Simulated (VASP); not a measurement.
A run of VASP 6.6.1 is set up as follows.

The input INCAR:

```
SYSTEM = Sb
PREC = Accurate
ENCUT = 520
EDIFF = 1E-8
ISMEAR = -1
SIGMA = 0.05
LREAL = .False.
LASPH = .True.
NELM = 100
ALGO = Normal
ISIF = 2
LWAVE = .False.
LCHARG = .False.
GGA = PE
LEFG = .True.
NBANDS = 8
```

Contents of KPOINTS:

```
regular mesh
0
Gamma
  12 12 12
  0 0 0
```

File POSCAR:

```
Sb
1.0
    0.0000000000      2.2579459806      2.2579459806
    2.2579459806      0.0000000000      2.2579459806
    2.2579459806      2.2579459806      0.0000000000
Sb
1
Direct
    0.0000000000      0.0000000000      0.0000000000
```

Potentials or basis: VASP PAW PBE potentials, release 64 (Sb).

Command:

```console
$ cat potpaw_PBE.64/Sb/POTCAR > POTCAR
$ mpirun -np 1 vasp_std > vasp.out
```

(1) What does it give for the pressure?

Answers

(1) 15.3 GPa.

Caveat: without QUAD_EFG the Cq values of the log hold for a quadrupole moment of 1 mb, not for the nuclei.
